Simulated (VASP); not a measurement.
Input of a VASP 6.6.1 run:

The input INCAR:

```
  PREC = Accurate
  ENCUT = 500
  EDIFF = 1E-6
  ISMEAR = 1
  SIGMA = 0.1
  LREAL = F
  LASPH = T
  NELM = 120
  ALGO = Normal
  ISIF = 2
  LWAVE = F
  LCHARG = F
  GGA = PE
  NBANDS = 8
  GGA_COMPAT = F
```

Contents of KPOINTS:

```
Automatic mesh
0
Gamma
  10 10 10
```

POSCAR

```
Sb
1.0
    0.0000000000      2.2282326540      2.2282326540
    2.2282326540      0.0000000000      2.2282326540
    2.2282326540      2.2282326540      0.0000000000
Sb
1
Direct
    0.0000000000      0.0000000000      0.0000000000
```

Potentials or basis: VASP PAW PBE potentials, release 64 (Sb).

Launch:

```sh
$ cat potpaw_PBE.64/Sb/POTCAR > POTCAR
$ mpirun -np 1 vasp_std > vasp.out
```

(1) What does it give for the pressure?

(2) What does it give for the band gap on the k mesh?

Answers

(1) 19.9 GPa.

(2) zero (an odd number of electrons rules out a gap without spin polarisation).

Caveat: the cell stands under pressure; spin-orbit coupling is left out, which moves the levels of the heavy elements.
